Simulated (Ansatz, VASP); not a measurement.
This is a calculation of Rh for VASP 6.6.1.

File INCAR:

```
SYSTEM = Rh
PREC = Accurate ; ENCUT = 600
EDIFF = 1E-6 ; ISMEAR = -1
SIGMA = 0.05 ; LREAL = .FALSE.
LASPH = .TRUE. ; NELM = 100
ALGO = Normal ; ISIF = 3
LWAVE = .FALSE. ; LCHARG = .FALSE.
GGA = PS ; IVDW = 13
IBRION = 2 ; NSW = 80
EDIFFG = -0.005
```

Contents of KPOINTS:

```
regular mesh
0
G
  12 12 12
  0 0 0
```

File POSCAR:

```
Rh
1.0
    0.0000000000      1.8978500000      1.8978500000
    1.8978500000      0.0000000000      1.8978500000
    1.8978500000      1.8978500000      0.0000000000
Rh
1
Direct
    0.0000000000      0.0000000000      0.0000000000
```

Potentials or basis: VASP PAW PBE potentials, release 64 (Rh_pv).

The run is started by

```console
$ cat potpaw_PBE.64/Rh_pv/POTCAR > POTCAR
$ mpirun -np 1 vasp_std > vasp.out
```

Task: Translate it to Ansatz 0.2.0. Potentials there: all-electron LAPW, scalar-relativistic.

Result: As run (the cutoff follows the program's own potentials):

Contents of input.yaml:

```yaml
crystal:
  lattice:
    - [0.0, 1.89785, 1.89785]
    - [1.89785, 0.0, 1.89785]
    - [1.89785, 1.89785, 0.0]
  atoms:
    - { symbol: Rh, position: [0.0, 0.0, 0.0] }
kpoints:
  mp_grid: { grid: [12, 12, 12] }
scf:
  occupations: { method: fermi_dirac, width: 0.05 }
hamiltonian:
  xc: pbesol
  dispersion: d4
  pseudopotentials: { kind: all_electron, lapw: { basis_error: 0.001 } }
output:
  forces: true
  stress: true
relax:
  f_tol: 0.005
  max_steps: 60
  cell: {}
```

Potentials or basis: all-electron LAPW, scalar-relativistic.

Launch:

```bash
$ ansatz run input.yaml --threads 1 --pin off --max-ram 3072MiB --backend cpu --events-out ev --progress --plain --runs-dir out
```

Both were run:

|  | VASP | Ansatz | Ansatz less VASP |
| --- | --- | --- | --- |
| relaxed volume (Å³/atom) | 13.25 | 13.26 | +0.010 |
| relaxed cell length with the largest relative difference (Å) | 2.656 | 2.657 | +0.0006 |

VASP's potentials were made for PBE, not for PBEsol. Ansatz ran all-electron here, and VASP with PAW potentials.
